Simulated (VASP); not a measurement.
Write the native input for VASP 6.6.1 that does the following.

```yaml
Task: single point
Functional: r2SCAN
Potentials_or_basis: VASP PAW PBE potentials, release 64 (Cd, O)
Cutoff: 660 eV
k_mesh: 8 × 8 × 8
Occupations: fermi-dirac, width 0.02 eV
Spin: no spin polarisation
Dipole_correction: no
Further_INCAR_settings: ALGO = Normal; EDIFF = 1e-06; NBANDS = 16
```

Crystal: CdO.

```
Cd O
1.0
     0.00000    2.37630    2.37630
     2.37630    0.00000    2.37630
     2.37630    2.37630    0.00000
Cd O
1 1
Cartesian
  0.0000 0.0000 0.0000
  2.3763 2.3763 2.3763
```

One way to write it, as run:

POSCAR

```
CdO
1.0
    0.0000000000      2.3762999399      2.3762999399
    2.3762999399      0.0000000000      2.3762999399
    2.3762999399      2.3762999399      0.0000000000
Cd O
1 1
Direct
    0.0000000000      0.0000000000      0.0000000000
    0.5000000000      0.5000000000      0.5000000000
```

INCAR.step1

```
SYSTEM = CdO
PREC = Accurate ; ENCUT = 660
ISMEAR = -1 ; SIGMA = 0.02
LREAL = .False. ; LASPH = .True.
NELM = 120 ; NBANDS = 16
GGA = PE ; ALGO = Normal
EDIFF = 1E-5 ; LWAVE = .True.
LCHARG = .False. ; GGA_COMPAT = .False.
```

INCAR.step2

```
SYSTEM = CdO
PREC = Accurate ; ENCUT = 660
EDIFF = 1E-6 ; ISMEAR = -1
SIGMA = 0.02 ; LREAL = .False.
LASPH = .True. ; NELM = 120
ALGO = Normal ; ISIF = 2
LWAVE = .False. ; LCHARG = .False.
METAGGA = R2SCAN ; LMIXTAU = .True.
NBANDS = 16 ; ISTART = 1
GGA_COMPAT = .False.
```

KPOINTS

```
regular mesh
0
Gamma
  8 8 8
  0 0 0
```

Potentials or basis: VASP PAW PBE potentials, release 64 (Cd, O).

Launch:

```console
$ cat potpaw_PBE.64/Cd/POTCAR potpaw_PBE.64/O/POTCAR > POTCAR
$ cp INCAR.step1 INCAR
$ mpirun -np 1 vasp_std > vasp.out
$ cp INCAR.step2 INCAR
$ mpirun -np 1 vasp_std > vasp.out
```

Results of the run:

The pressure is -2.8 GPa.

Caveat: the PAW data sets were made with another functional, which shifts forces and pressure a little.

Wall time 53 s on 1 thread of Intel(R) Xeon(R) Platinum 8375C CPU @ 2.90GHz (Ice Lake), on a shared host, peak memory 0.17 GiB.
